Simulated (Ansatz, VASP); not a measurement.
# One calculation of Pd, two programs

POSCAR

```
Pd
1.0
    0.0000000000      2.7499407471      2.7499407471
    2.7499407471      0.0000000000      2.7499407471
    2.7499407471      2.7499407471      0.0000000000
Pd
2
Direct
    0.1250000000      0.1250000000      0.1250000000
    0.8750000000      0.8750000000      0.8750000000
```

Contents of INCAR.step1:

```
PREC = Accurate
ENCUT = 520
ISMEAR = -1
SIGMA = 0.1
LREAL = False
LASPH = True
NELM = 100
NBANDS = 17
GGA = PE
ALGO = Normal
EDIFF = 1E-4
LWAVE = True
LCHARG = False
```

The input INCAR.step2:

```
PREC = Accurate
ENCUT = 520
EDIFF = 1E-6
ISMEAR = -1
SIGMA = 0.1
LREAL = False
LASPH = True
NELM = 100
ALGO = Normal
ISIF = 2
LWAVE = False
LCHARG = False
METAGGA = R2SCAN
LMIXTAU = True
NBANDS = 17
ISTART = 1
```

The input KPOINTS:

```
Automatic mesh
0
Gamma
  11 11 11
```

Input for Ansatz:

```yaml
crystal:
  lattice:
    - [0.0, 2.7499407471, 2.7499407471]
    - [2.7499407471, 0.0, 2.7499407471]
    - [2.7499407471, 2.7499407471, 0.0]
  atoms:
    - { symbol: Pd, position: [0.125, 0.125, 0.125] }
    - { symbol: Pd, position: [0.875, 0.875, 0.875] }
hamiltonian:
  xc: r2scan
  pseudopotentials:
    kind: paw
    azcp:
      Pd: "pseudopotentials/Pd.paw.azcp"
basis:
  ecutwfc: 500
  fft_grid_basis: typed
kpoints:
  mp_grid: { grid: [11, 11, 11], shift: [0, 0, 0] }
magnetization:
  spin_polarized: false
scf:
  occupations: { method: fermi_dirac, width: 0.1 }
  lower_state_search: "off"
output:
  stress: true
```

Alike in both runs: task single point; functional r2SCAN; k mesh 11 × 11 × 11; occupations fermi-dirac, width 0.1 eV; no spin polarisation.

|  | VASP | Ansatz |
| --- | --- | --- |
| version | VASP 6.6.1 | Ansatz 0.2.0 |
| potentials or method | VASP PAW PBE potentials, release 64 (Pd), cutoff 520 eV | plane waves (500 eV) with PAW, scalar-relativistic |
| valence electrons in the cell | 20 | 36 |

VASP gave:

| Property | Result |
| --- | --- |
| pressure (GPa) | 13.7 |

Q: What did Ansatz give for the same quantities?

A: Pressure (GPa): 13.8.

VASP's potentials were made for PBE, not for r2SCAN. VASP's potentials hold 20 valence electrons a cell and Ansatz's 36, so a difference there can come from the potentials and not from the codes.
